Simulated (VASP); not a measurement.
Set up this calculation in VASP 6.6.1, as the native input.

| Property | Result |
| --- | --- |
| Task | single point |
| Functional | r2SCAN |
| Potentials or basis | VASP PAW PBE potentials, release 64 (Ag, Cl) |
| Cutoff | 550 eV |
| k mesh | 6 × 6 × 6 |
| Occupations | gaussian, width 0.01 eV |
| Spin | no spin polarisation |
| Dipole correction | no |
| Further INCAR settings | ALGO = Normal; EDIFF = 1e-06; NBANDS = 16 |

Crystal: AgCl.

```xyz
2
Lattice="0.0000 2.7732 2.7732 2.7732 0.0000 2.7732 2.7732 2.7732 0.0000" Properties=species:S:1:pos:R:3 pbc="T T T"
Ag    0.0000    0.0000    0.0000
Cl    2.7732    2.7732    2.7732
```

One way to write it, as run:

POSCAR

```
AgCl
1.0
    0.0000000000      2.7731838063      2.7731838063
    2.7731838063      0.0000000000      2.7731838063
    2.7731838063      2.7731838063      0.0000000000
Ag Cl
1 1
Direct
    0.0000000000      0.0000000000      0.0000000000
    0.5000000000      0.5000000000      0.5000000000
```

INCAR.step1

```
  PREC = Accurate
  ENCUT = 550
  ISMEAR = 0
  SIGMA = 0.01
  LREAL = F
  LASPH = T
  NELM = 120
  NBANDS = 16
  GGA = PE
  ALGO = Normal
  EDIFF = 1E-5
  LWAVE = T
  LCHARG = F
  GGA_COMPAT = F
```

INCAR.step2

```
  PREC = Accurate
  ENCUT = 550
  EDIFF = 1E-6
  ISMEAR = 0
  SIGMA = 0.01
  LREAL = F
  LASPH = T
  NELM = 120
  ALGO = Normal
  ISIF = 2
  LWAVE = F
  LCHARG = F
  METAGGA = R2SCAN
  LMIXTAU = T
  NBANDS = 16
  ISTART = 1
  GGA_COMPAT = F
```

KPOINTS

```
regular mesh
0
Gamma
  6 6 6
```

Potentials or basis: VASP PAW PBE potentials, release 64 (Ag, Cl).

The run is started by

```sh
$ cat potpaw_PBE.64/Ag/POTCAR potpaw_PBE.64/Cl/POTCAR > POTCAR
$ cp INCAR.step1 INCAR
$ mpirun -np 1 vasp_std > vasp.out
$ cp INCAR.step2 INCAR
$ mpirun -np 1 vasp_std > vasp.out
```

It gave:

```
Pressure               : -0.1 GPa
Band gap on the k mesh : 1.42 eV (least direct gap 3.80 eV)
```

Caveat: the PAW data sets were made with another functional, which shifts forces and pressure a little.

Wall time 40 s on 1 thread of Intel(R) Xeon(R) Platinum 8488C (Sapphire Rapids) (shared host), peak memory 0.17 GiB.
